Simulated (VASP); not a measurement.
# Li2H: single point with PBE

Li2H:

```
Li H
1.0
     2.82637    0.00000    0.00000
    -1.41318    2.44771    0.00000
     0.00000    0.00000    5.03135
Li H
2 1
Direct
  0.33333 0.66667 0.26364
  0.66667 0.33333 0.73636
  0.00000 0.00000 0.50000
```

```yaml
Program: VASP 6.6.1
Task: single point
Functional: PBE
Potentials_or_basis: VASP PAW PBE potentials, release 64 (Li_sv, H)
Cutoff: 520 eV
k_mesh: 6 × 6 × 6
Occupations: gaussian, width 0.1 eV
Spin: no spin polarisation
```

```
Largest force : 0.012 eV/Å
```

Forces on the atoms (eV/Å):
```
Li   0.000  0.000  0.012
Li   0.000  0.000 -0.012
H    0.000  0.000  0.000
```

Levels at points of the mesh, in eV from the Fermi level:
| k point | band 2 | band 3 | band 4 | band 5 | band 6 | band 7 |
| --- | --- | --- | --- | --- | --- | --- |
| (0.00, 0.00, 0.00) | -46.89 | -7.31 | -2.10 | 1.86 | 11.84 | 13.27 |
| (0.50, 0.00, 0.00) | -46.87 | -4.49 | 0.45 | 3.15 | 4.18 | 5.50 |
| (0.00, 0.00, 0.50) | -46.90 | -7.18 | -3.07 | 5.87 | 6.66 | 12.08 |
| (0.50, 0.00, 0.50) | -46.87 | -4.35 | 0.04 | 2.64 | 3.06 | 8.85 |

Run time: 7.4 s on 1 thread of Intel(R) Xeon(R) Platinum 8488C (Sapphire Rapids) (shared host), peak memory 0.15 GiB.

Caveat: the k points lie up to 0.43 Å⁻¹ apart.
